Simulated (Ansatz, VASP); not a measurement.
Li in VASP and in Ansatz

```xyz
3
Lattice="1.5040 0.8683 7.5883 -1.5040 0.8683 7.5883 0.0000 -1.7367 7.5883" Properties=species:S:1:pos:R:3 pbc="T T T"
Li    0.0000    0.0000    0.0000
Li    0.0000    0.0000    5.0538
Li    0.0000    0.0000   17.7111
```

Change from the starting cell: equal xx and yy strain of -3 %, crystal datasets.

Alike in both runs: task electric field gradients; functional PBE; k mesh 12 × 12 × 12; occupations fermi-dirac, width 0.05 eV; no spin polarisation.

```csv
,VASP,Ansatz
version,VASP 6.6.1,Ansatz 0.2.0
potentials or method,"VASP PAW PBE potentials, release 64 (Li_sv), cutoff 520 eV","all-electron PAW with datasets made for the crystal, scalar-relativistic"
```

```csv
,VASP,Ansatz,Ansatz less VASP
rms of the force components (eV/Å),0.005,0.005,-0.0002
```

Atom by atom the forces differ by 0.000 eV/Å (rms over components). Ansatz ran all-electron here, and VASP with PAW potentials. Ansatz's warnings: printed levels off.

Noted on VASP's run: the cutoff is under 1.25 times that of the potentials, so the pressure is a little rough.
